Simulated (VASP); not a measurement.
# BaTiO3 (Amm2) in VASP: settings compared

Aim: see how the results for BaTiO3 move with the level of theory and the settings. Levels: PBEsol, PBE. Tasks: single point, relaxation of cell and atoms.

Everything below comes from runs of VASP 6.6.1. Logs are shortened: lines on timing, memory, paths and dates and some standing lists are left out, and cuts for length are marked.

### 1 The cell of the first run

Symmetry: Amm2, No. 38, orthorhombic system. Conventional cell: a = 3.950 Å, b = 5.657 Å, c = 5.679 Å, α = 90.00°, β = 90.00°, γ = 90.00°. Within 3.6 Å of Ba (site symmetry mm2) lie 12 O at 2.75 to 2.93 Å and 8 Ti at 3.40 to 3.52 Å. Ti (site symmetry mm2) has 6 O at 1.87 to 2.15 Å within 2.5 Å. O (site symmetry m) has 2 Ti at 1.87 to 2.15 Å within 2.5 Å. O (site symmetry mm2) has 2 Ti at 1.98 Å within 2.6 Å.

### 2 Single point, PBEsol

INCAR reads:

```
PREC = Accurate
ENCUT = 520
EDIFF = 1E-6
ISMEAR = -1
SIGMA = 0.02
LREAL = False
LASPH = True
NELM = 100
ALGO = Normal
ISIF = 2
LWAVE = False
LCHARG = True
GGA = PS
LELF = True
LVHAR = True
NBANDS = 28
```

KPOINTS reads:

```
regular mesh
0
Gamma
  6 6 6
```

POSCAR reads:

```
BaTiO3
1.0
    3.9496487483      0.0000000000      0.0000000000
    0.0000000000      2.8283137472      2.8393177394
    0.0000000000     -2.8283137472      2.8393177394
Ba Ti O
1 1 3
Direct
    0.0000000000      0.0036852915      0.0036852915
    0.5000000000      0.5165361043      0.5165361043
    0.5000000000      0.9813991526      0.4903055133
    0.5000000000      0.4903055133      0.9813991526
    0.0000000000      0.4879739383      0.4879739383
```

Potentials or basis: VASP PAW PBE potentials, release 64 (Ba_sv, Ti_sv, O).

Started as:

```
> cat potpaw_PBE.64/Ba_sv/POTCAR potpaw_PBE.64/Ti_sv/POTCAR potpaw_PBE.64/O/POTCAR > POTCAR
> mpirun -np 1 vasp_std > vasp.out
```

OUTCAR:

```text
PREC = Accurate
   ENCUT = 520
   EDIFF = 1E-6
   ISMEAR = -1
   LREAL = False
   LASPH = True
   NELM = 100
   ISIF = 2
   GGA = PS

 ion  position               nearest neighbor table
   1  0.000  0.004  0.004-   5 2.75   4 2.78   3 2.78   3 2.78   4 2.78   5 2.83   5 2.83   4 2.85
                             3 2.85   3 2.85   4 2.85   5 2.93   2 3.40   2 3.40   2 3.45   2 3.45
   2  0.500  0.517  0.517-   3 1.87   4 1.87   5 1.98   5 1.98   3 2.15   4 2.15   1 3.40   1 3.40
                             1 3.45   1 3.45   1 3.45   1 3.45   1 3.52   1 3.52
   3  0.500  0.981  0.490-   2 1.87   2 2.15   1 2.78   1 2.78   1 2.85   1 2.85
   4  0.500  0.490  0.981-   2 1.87   2 2.15   1 2.78   1 2.78   1 2.85   1 2.85
   5  0.000  0.488  0.488-   2 1.98   2 1.98   1 2.75   1 2.83   1 2.83   1 2.93

  LATTYP: Found a base centered orthorhombic cell.
 ALAT       =     5.6566274944
 B/A-ratio  =     1.0038906547
 C/A-ratio  =     0.6982338420

  Lattice vectors:

 A1 = (   0.0000000000,   2.8283137472,  -2.8393177394)
 A2 = (   0.0000000000,   2.8283137472,   2.8393177394)
 A3 = (   3.9496487483,   0.0000000000,   0.0000000000)

Analysis of symmetry for initial positions (statically):
=====================================================================
 Subroutine PRICEL returns:
 Original cell was already a primitive cell.

 Routine SETGRP: Setting up the symmetry group for a
 base centered orthorhombic supercell.

 Subroutine GETGRP returns: Found  4 space group operations
 (whereof  4 operations were pure point group operations)
 out of a pool of  8 trial point group operations.

The static configuration has the point symmetry C_2v.

Analysis of symmetry for dynamics (positions and initial velocities):
=====================================================================
 Subroutine PRICEL returns:
 Original cell was already a primitive cell.

 Routine SETGRP: Setting up the symmetry group for a
 base centered orthorhombic supercell.

 Subroutine GETGRP returns: Found  4 space group operations
 (whereof  4 operations were pure point group operations)
 out of a pool of  8 trial point group operations.

The dynamic configuration has the point symmetry C_2v.

 Subroutine INISYM returns: Found  4 space group operations
 (whereof  4 operations are pure point group operations),
 and found     1 'primitive' translations

----------------------------------------------------------------------------------------

                                     Primitive cell

  volume of cell :      63.4352

  direct lattice vectors                    reciprocal lattice vectors
     3.949648748  0.000000000  0.000000000     0.253187071  0.000000000  0.000000000
     0.000000000  2.828313747  2.839317739     0.000000000  0.176783782  0.176098643
     0.000000000 -2.828313747  2.839317739     0.000000000 -0.176783782  0.176098643

  length of vectors
     3.949648748  4.007628211  4.007628211     0.253187071  0.249526026  0.249526026

  position of ions in fractional coordinates (direct lattice)
     0.000000000  0.003685291  0.003685291
     0.500000000  0.516536104  0.516536104
     0.500000000  0.981399153  0.490305513
     0.500000000  0.490305513  0.981399153
     0.000000000  0.487973938  0.487973938

  ion indices of the primitive-cell ions
   primitive index   ion index
                 1           1
                 2           2
                 3           3
                 4           4
                 5           5

----------------------------------------------------------------------------------------

 KPOINTS: regular mesh

Automatic generation of k-mesh.
 Grid dimensions read from file:
 generate k-points for:    6    6    6

 Generating k-lattice:

  Cartesian coordinates                     Fractional coordinates (reciprocal lattice)
     0.042197845  0.000000000  0.000000000     0.166666667  0.000000000  0.000000000
     0.000000000  0.029463964  0.029349774     0.000000000  0.166666667  0.000000000
     0.000000000 -0.029463964  0.029349774     0.000000000  0.000000000  0.166666667

  Length of vectors
     0.042197845  0.041587671  0.041587671

  Shift w.r.t. Gamma in fractional coordinates (k-lattice)
     0.000000000  0.000000000  0.000000000

 Subroutine IBZKPT returns following result:
 ===========================================

 Found     52 irreducible k-points:

 Following reciprocal coordinates:
            Coordinates               Weight
  0.000000  0.000000  0.000000      1.000000
  0.166667  0.000000  0.000000      2.000000
  0.333333  0.000000  0.000000      2.000000
  0.500000  0.000000  0.000000      1.000000
  0.000000  0.166667  0.000000      4.000000
  0.166667  0.166667  0.000000      8.000000
[... 16 lines left out ...]
  0.333333  0.333333  0.166667      8.000000
  0.500000  0.333333  0.166667      4.000000
 [... further k-points ...]
   k-points           NKPTS =     52   k-points in BZ     NKDIM =     52   number of bands    NBANDS=     28
   number of dos      NEDOS =    301   number of ions     NIONS =      5
   total plane-waves  NPLWV =  27000
   dimension x,y,z NGX =    30 NGY =   30 NGZ =   30
   dimension x,y,z NGXF=    60 NGYF=   60 NGZF=   60
   ions per type =               1   1   3
   NGX,Y,Z   is equivalent  to a cutoff of  12.63, 12.44, 12.44 a.u.
   NGXF,Y,Z  is equivalent  to a cutoff of  25.25, 24.89, 24.89 a.u.
 SYSTEM =  unknown system
   PREC   = accura    normal or accurate (medium, high low for compatibility)
   ISTART =      0    job   : 0-new  1-cont  2-samecut
   ICHARG =      2    charge: 1-file 2-atom 10-const
   ISPIN  =      1    spin polarized calculation?
   LNONCOLLINEAR =      F non collinear calculations
   LSORBIT =      F    spin-orbit coupling
   LASPH  =      T    aspherical Exc in radial PAW
   ENCUT  =  520.0 eV  38.22 Ry    6.18 a.u.   7.34  7.45  7.45*2*pi/ulx,y,z
   NELM   =    100;   NELMIN=  2; NELMDL= -5     # of ELM steps
   EDIFF  = 0.1E-05   stopping-criterion for ELM
   LREAL  =      F    real-space projection
   EDIFFG = 0.1E-04   stopping-criterion for IOM
   NSW    =      0    number of steps for IOM
   IBRION =     -1    ionic relax: 0-MD 1-quasi-New 2-CG
   NFREE  =      0    steps in history (QN), initial steepest desc. (CG)
   ISIF   =      2    stress and relaxation
   ISYM   =      2    0-nonsym 1-usesym 2-fastsym
   POTIM  = 0.5000    time-step for ionic-motion
   TEBEG  =    0.0;   TEEND  =   0.0 temperature during run
   PSTRESS=    0.0 pullay stress
   NELECT =      40.0000    total number of electrons
   NUPDOWN=      -1.0000    fix difference up-down
   EMIN   =  10.00;   EMAX   =-10.00  energy-range for DOS
   EFERMI =   0.00;   METHOD = LEGACY
   ISMEAR =    -1;   SIGMA  =   0.02  broadening in eV -4-tet -1-fermi 0-gaus
   EFERMI_NEDOS =   21; number of points for ismear=-14 and -15
   IALGO  =     38    algorithm
   IMIX   =      4    mixing-type and parameters
     AMIX     =   0.40;   BMIX     =  1.00
     AMIX_MAG =   1.60;   BMIX_MAG =  1.00
  volume/ion in A,a.u.               =      12.69        85.62
  Fermi-wavevector in a.u.,A,eV,Ry     =   1.403842  2.652876 26.813975  1.970772
  Thomas-Fermi vector in A             =   2.526463
   LORBIT       =      0    0 simple, 1 ext, 2 COOP (PROOUT), +10 PAW based schemes
   GGA     = PS    functional components
   LHFCALC =     F    Hartree Fock is set to
   AEXX    =    0.0000 exact exchange contribution
   IVDW    =     0    specifies the selected vdW correction
   LEPSILON=     F    determine dielectric tensor
   LRPA    =     F    only Hartree local field effects (RPA)
 non-spin polarized calculation
  energy-cutoff  :      520.00
  volume of cell :       63.44
 maximum number of plane-waves:      1743
 NGX is ok and might be reduce to    30
   NGX = 15   NGY = 15   NGZ = 15

 number of electron      39.9999995 magnetization

 Free energy of the ion-electron system (eV)
  ---------------------------------------------------
  ext. energy  EPLUGINS =         0.00000000
  ---------------------------------------------------
  free energy    TOTEN  =       -42.00173074 eV

  energy without entropy =      -42.00173074  energy(sigma->0) =      -42.00173074

 E-fermi :   4.1848     XC(G=0): -11.5610

 val. band max:        3.7695380486   @ k =   0.5000   0.5000   0.5000
 cond. band min:       5.8584458370   @ k =   0.0000   0.0000   0.0000
 fundamental gap:      2.0889077884
 Fermi energy:         4.1848307090

 k-point     1 :       0.0000    0.0000    0.0000
  band No.  band energies     occupation
      1     -52.3306      2.00000
      2     -28.7137      2.00000
      3     -28.7079      2.00000
      4     -28.6652      2.00000
      5     -20.9933      2.00000
      6     -13.0613      2.00000
[... 20 lines left out ...]
     27       8.7746      0.00000
     28      11.0229      0.00000

 k-point     2 :       0.1667    0.0000    0.0000
  band No.  band energies     occupation
      1     -52.3303      2.00000
      2     -28.7131      2.00000
      3     -28.7073      2.00000
      4     -28.6813      2.00000
      5     -20.9593      2.00000
      6     -13.0884      2.00000
[... 20 lines left out ...]
     27       9.3046      0.00000
     28      11.6985      0.00000

 k-point     3 :       0.3333    0.0000    0.0000
  band No.  band energies     occupation
      1     -52.3296      2.00000
      2     -28.7135      2.00000
      3     -28.7118      2.00000
      4     -28.7058      2.00000
      5     -20.8895      2.00000
      6     -13.2337      2.00000
[... 20 lines left out ...]
     27      10.5151      0.00000
     28      12.0363      0.00000

 k-point     4 :       0.5000    0.0000    0.0000
  band No.  band energies     occupation
      1     -52.3293      2.00000
      2     -28.7293      2.00000
      3     -28.7112      2.00000
      4     -28.7053      2.00000
      5     -20.8538      2.00000
      6     -13.3289      2.00000
[... 578 lines left out ...]
     27      11.2253      0.00000
     28      12.2486      0.00000

 k-point    23 :       0.3333    0.3333    0.1667
  band No.  band energies     occupation
      1     -52.3286      2.00000
      2     -28.7486      2.00000
      3     -28.7203      2.00000
      4     -28.7100      2.00000
      5     -20.8040      2.00000
      6     -12.8356      2.00000
[... 20 lines left out ...]
     27      11.9889      0.00000
     28      12.1447      0.00000

 k-point    24 :       0.5000    0.3333    0.1667
  band No.  band energies     occupation
      1     -52.3282      2.00000
      2     -28.7477      2.00000
      3     -28.7257      2.00000
      4     -28.7196      2.00000
      5     -20.7790      2.00000
      6     -12.7838      2.00000
[... 20 lines left out ...]
     27      11.9573      0.00000
     28      12.3754      0.00000

 [... further k-points ...]

------------------------ aborting loop because EDIFF is reached ----------------------------------------

  FORCE on cell =-STRESS in cart. coord.  units (eV):
  Direction    XX          YY          ZZ          XY          YZ          ZX
  --------------------------------------------------------------------------------------
  -------------------------------------------------------------------------------------
  Total        0.7560244      0.7890454      0.7556793      0.0000000      0.0000000      0.0000000
  in kB       19.0948543     19.9288621     19.0861367      0.0000000      0.0000000      0.0000000
  external PRESSURE =      19.3699510 kB  Pullay stress =       0.0000000 kB

 VOLUME and BASIS-vectors are now :
 -----------------------------------------------------------------------------
  energy-cutoff  :      520.00
  volume of cell :       63.44
      direct lattice vectors                 reciprocal lattice vectors
     3.949648748  0.000000000  0.000000000     0.253187071  0.000000000  0.000000000
     0.000000000  2.828313747  2.839317739     0.000000000  0.176783782  0.176098643
     0.000000000 -2.828313747  2.839317739     0.000000000 -0.176783782  0.176098643

 POSITION                                       TOTAL-FORCE (eV/Angst)
 -----------------------------------------------------------------------------------
      0.00000      0.00000      0.02093         0.000000      0.000000     -0.036896
      1.97482      0.00000      2.93322         0.000000      0.000000     -0.056644
      1.97482      1.38897      4.17864         0.000000      0.018724      0.036744
      1.97482     -1.38897      4.17864         0.000000     -0.018724      0.036744
      0.00000      0.00000      2.77103         0.000000      0.000000      0.020053
 -----------------------------------------------------------------------------------
    total drift:                                0.000000      0.000001      0.000376

  FREE ENERGIE OF THE ION-ELECTRON SYSTEM (eV)
  ---------------------------------------------------
  free  energy   TOTEN  =       -42.0017307389 eV

  energy  without entropy=      -42.0017307389  energy(sigma->0) =      -42.00173074
```

Wall time 50 s (1 thread of Intel Xeon 6975P-C (Granite Rapids), shared host); peak memory 0.23 GiB.

Results:

* Free energy: -42.0017 eV
* Pressure: 1.9 GPa
* Largest force: 0.057 eV/Å
* Band gap on the k mesh: 2.09 eV (least direct gap 2.44 eV)

Forces in eV/Å, atoms in the order of the input:
```
Ba   0.000  0.000 -0.037
Ti   0.000  0.000 -0.057
O    0.000  0.019  0.037
O    0.000 -0.019  0.037
O    0.000  0.000  0.020
```

Caveat: the PAW data sets were made with another functional, which shifts forces and pressure a little; spin-orbit coupling is left out, which moves the levels of the heavy elements. A k mesh can miss the band edges.

[end of part 1 of 2]
